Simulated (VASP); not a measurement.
AlN, 4 atoms in the cell. It takes space group P6_3mc (No. 186, hexagonal). Conventional cell: a = 3.107 Å, b = 3.107 Å, c = 4.979 Å, α = 90.00°, β = 90.00°, γ = 120.00°. Within 2.5 Å of Al (site symmetry 3m) lie 4 N at 1.89 to 1.90 Å. N (site symmetry 3m) has 4 Al at 1.89 to 1.90 Å within 2.5 Å. 

```yaml
Program: VASP 6.6.1
Task: dielectric tensor
Functional: r2SCAN
Potentials_or_basis: VASP PAW PBE potentials, release 64 (Al, N)
Cutoff: 580 eV
k_mesh: 9 × 9 × 4
Occupations: gaussian, width 0.01 eV
Spin: no spin polarisation
Dipole_correction: no
Further_INCAR_settings: ALGO = Normal; EDIFF = 1e-08
```

Potentials or basis: VASP PAW PBE potentials, release 64 (Al, N).

The run is started by

```sh
$ cat potpaw_PBE.64/Al/POTCAR potpaw_PBE.64/N/POTCAR > POTCAR
$ mpirun -np 1 vasp_std > vasp.out
```

Hardware: 1 thread of Intel(R) Xeon(R) 6975P-C (Granite Rapids), on a shared host.

Q: Estimate the wall time of this run.

A: Wall time 30 min on 1 thread of Intel(R) Xeon(R) 6975P-C (Granite Rapids), with other jobs on the host, peak memory 0.48 GiB. Counts: scf iterations 72, k points 36.
